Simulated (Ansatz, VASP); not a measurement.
## One calculation of Re, two programs

Contents of INCAR:

```
SYSTEM = Re
PREC     = Accurate       ! precision mode
ENCUT    = 520            ! plane-wave cutoff, eV
EDIFF    = 1E-8           ! SCF threshold, eV
ISMEAR   = -1             ! smearing method
SIGMA    = 0.03           ! smearing width, eV
LREAL    = .False.        ! projectors in reciprocal space
LASPH    = .True.         ! aspherical terms in the spheres
NELM     = 60             ! most SCF steps
ALGO     = Normal         ! electronic algorithm
ISIF     = 2              ! what is computed and relaxed
LWAVE    = .False.        ! write WAVECAR
LCHARG   = .False.        ! write CHGCAR
GGA      = CA             ! functional
LEFG     = .True.       
NBANDS   = 10             ! bands
```

The input KPOINTS:

```
regular mesh
0
Gamma
  14 14 14
  0 0 0
```

The input POSCAR:

```
Re
1.0
    0.0000000000      1.9483075387      1.9483075387
    1.9483075387      0.0000000000      1.9483075387
    1.9483075387      1.9483075387      0.0000000000
Re
1
Direct
    0.0000000000      0.0000000000      0.0000000000
```

Input for Ansatz:

```yaml
crystal:
  lattice:
    - [0.0, 1.9483075387, 1.9483075387]
    - [1.9483075387, 0.0, 1.9483075387]
    - [1.9483075387, 1.9483075387, 0.0]
  atoms:
    - { symbol: Re, position: [0.0, 0.0, 0.0] }
kpoints:
  mp_grid: { grid: [14, 14, 14] }
scf:
  occupations: { method: fermi_dirac, width: 0.03 }
hamiltonian:
  xc: lda
  pseudopotentials: { kind: all_electron, datasets: crystal }
output:
  forces: true
  stress: true
  eigenvalues: true
  efg: { contact_densities: true }
```

Change from the starting cell: volume scaled by 0.96, crystal datasets.

Alike in both runs: task electric field gradients; functional LDA; k mesh 14 × 14 × 14; occupations fermi-dirac, width 0.03 eV; no spin polarisation.

|  | VASP | Ansatz |
| --- | --- | --- |
| version | VASP 6.6.1 | Ansatz 0.2.0 |
| potentials or method | VASP PAW LDA potentials, release 64 (Re), cutoff 520 eV | all-electron PAW with datasets made for the crystal, scalar-relativistic |

VASP gave:

| Item | Value |
| --- | --- |
| pressure (GPa) | -9.8 |

Question: What did Ansatz give for the same quantities?

Answer: Pressure (GPa): -10.8.

LDA's correlation is that of Perdew and Zunger in VASP and of Perdew and Wang (1992) in Ansatz. Ansatz ran all-electron here, and VASP with PAW potentials.

Spin-orbit coupling is off throughout.
